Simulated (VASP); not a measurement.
## LaScF: single point with PBE

Crystal: LaScF.

```xyz
6
Lattice="4.2452 0.0000 0.0000 0.0000 4.2452 0.0000 0.0000 0.0000 6.4351" Properties=species:S:1:pos:R:3 pbc="T T T"
La    0.0000    0.0000    0.0000
La    2.1226    2.1226    0.0000
Sc    2.1226    0.0000    1.8018
Sc    0.0000    2.1226    4.6333
F     2.1226    0.0000    4.6783
F     0.0000    2.1226    1.7568
```

The cell was built from a structure type or drawn by symmetry, and may not be a known phase.

```json
{"Program": "VASP 6.6.1", "Task": "single point", "Functional": "PBE", "Potentials or basis": "VASP PAW PBE potentials, release 64 (La, Sc_sv, F)", "Cutoff": "520 eV", "k mesh": "4 × 4 × 4", "Occupations": "gaussian, width 0.1 eV", "Spin": "no spin polarisation"}
```

The pressure is 13.5 GPa. The largest force is 4.534 eV/Å and the band gap on the k mesh is zero (bands 29 and 30 overlap by 1.17 eV).

Forces on the atoms (eV/Å):
```
La   0.000  0.000  0.000
La   0.000  0.000  0.000
Sc   0.000  0.000  4.534
Sc   0.000  0.000 -4.534
F    0.000  0.000 -0.609
F    0.000  0.000  0.609
```

Stress tensor (GPa, compression positive):
```
12.25  0.00  0.00
 0.00 12.25  0.00
 0.00  0.00 16.10
```

Levels at points of the mesh, in eV from the Fermi level:
| k point | band 25 | band 26 | band 27 | band 28 | band 29 | band 30 | band 31 | band 32 | band 33 | band 34 |
| --- | --- | --- | --- | --- | --- | --- | --- | --- | --- | --- |
| (0.00, 0.00, 0.00) | -2.33 | -2.04 | -2.00 | -1.33 | -0.57 | -0.21 | -0.21 | 0.70 | 1.45 | 1.45 |
| (0.50, 0.00, 0.00) | -0.65 | -0.65 | -0.15 | -0.15 | 0.17 | 0.17 | 0.78 | 0.78 | 1.49 | 1.49 |
| (0.50, 0.50, 0.00) | -0.86 | -0.86 | -0.69 | -0.69 | 0.75 | 0.75 | 0.95 | 0.95 | 1.32 | 1.32 |
| (0.00, 0.00, 0.50) | -2.07 | -1.98 | -1.59 | -0.45 | -0.45 | -0.41 | -0.08 | 0.14 | 0.58 | 0.96 |
| (0.50, 0.00, 0.50) | -0.35 | -0.35 | 0.15 | 0.15 | 0.39 | 0.39 | 0.62 | 0.62 | 0.90 | 0.90 |
| (0.50, 0.50, 0.50) | -1.23 | -1.23 | -0.32 | -0.32 | 0.26 | 0.26 | 0.87 | 0.87 | 1.31 | 1.31 |

Wall time 100 s on 1 thread of Oxide Virtual Turin-like Processor, with other jobs on the host, peak memory 0.23 GiB.

Caveat: the k points lie up to 0.37 Å⁻¹ apart, too coarse for converged energies and pressures of a metal; spin-orbit coupling is left out, which moves the levels of the heavy elements; forces of over 1 eV/Å act on the atoms, so gaps and moduli don't describe the material at rest.
